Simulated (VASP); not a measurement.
BN:

```xyz
2
Lattice="0.0000 1.5622 1.5622 1.5622 0.0000 1.5622 1.5622 1.5622 0.0000" Properties=species:S:1:pos:R:3 pbc="T T T"
B     0.0000    0.0000    0.0000
N     1.5622    1.5622    1.5622
```

```yaml
Program: VASP 6.6.1
Task: relaxation of cell and atoms
Functional: PBE
Potentials_or_basis: VASP PAW PBE potentials, release 64 (B, N)
Cutoff: 600 eV
k_mesh: 12 × 12 × 12
Occupations: fermi-dirac, width 0.02 eV
Spin: no spin polarisation
```

At the start: pressure 251.1 GPa; volume 3.81 Å³/atom.

Question: How do energy, volume and symmetry change on relaxing?

Answer: Over 5 steps the energy falls by 930.8 meV/atom and the volume is 5.37 Å³/atom (+40.8 %); space group Fm-3m (No. 225, to 0.05 Å).

The path:
```
step  energy change (eV)  largest force (eV/Å)  pressure (GPa)  volume (Å³)
   1              0.0000                0.0000          251.07         7.63
   2             -0.0718                0.0000          -74.12        16.30
   3             -1.8538                0.0000           -9.23        11.01
   4             -1.8610                0.0000           -2.80        10.81
   5             -1.8617                0.0000            0.01        10.74
```

Final structure:
```
B N
1.0
     0.00000    1.75093    1.75093
     1.75093    0.00000    1.75093
     1.75093    1.75093    0.00000
B N
1 1
Cartesian
  0.0000 0.0000 0.0000
  1.7509 1.7509 1.7509
```

Caveat: the volume moved by over 15 % at a fixed basis, so the end points are rough.
